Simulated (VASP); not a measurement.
Input of a VASP 6.6.1 run:

The input INCAR:

```
  ALGO = Normal
  EDIFF = 1E-6
  ENCUT = 520
  GGA = PS
  ISIF = 2
  ISMEAR = 0
  LASPH = True
  LCHARG = False
  LREAL = False
  LWAVE = False
  NBANDS = 21
  NELM = 60
  PREC = Accurate
  SIGMA = 0.15
```

The input KPOINTS:

```
k-points
0
Gamma
  16 16 16
```

POSCAR

```
Ge
1.0
    1.4967974913      3.7419937281      3.7419937281
    3.7419937281      1.4967974913      3.7419937281
    3.7419937281      3.7419937281      1.4967974913
Ge
2
Direct
    0.5000000000      0.5000000000      0.5000000000
    0.7500000000      0.7500000000      0.7500000000
```

Potentials or basis: VASP PAW PBE potentials, release 64 (Ge_d).

The run is started by

```sh
$ cat potpaw_PBE.64/Ge_d/POTCAR > POTCAR
$ mpirun -np 1 vasp_std > vasp.out
```

Q: Predict the band gap on the k mesh.

A: Zero (band 14 reaches 7.54 eV, above the bottom of band 15 at 3.27 eV).

Q: Estimate the pressure.

A: 23.2 GPa.

Stress tensor (GPa, compression positive):
```
23.21 -4.50 -4.50
-4.50 23.21 -4.50
-4.50 -4.50 23.21
```

Caveat: the PAW data sets were made with another functional, which shifts forces and pressure a little.
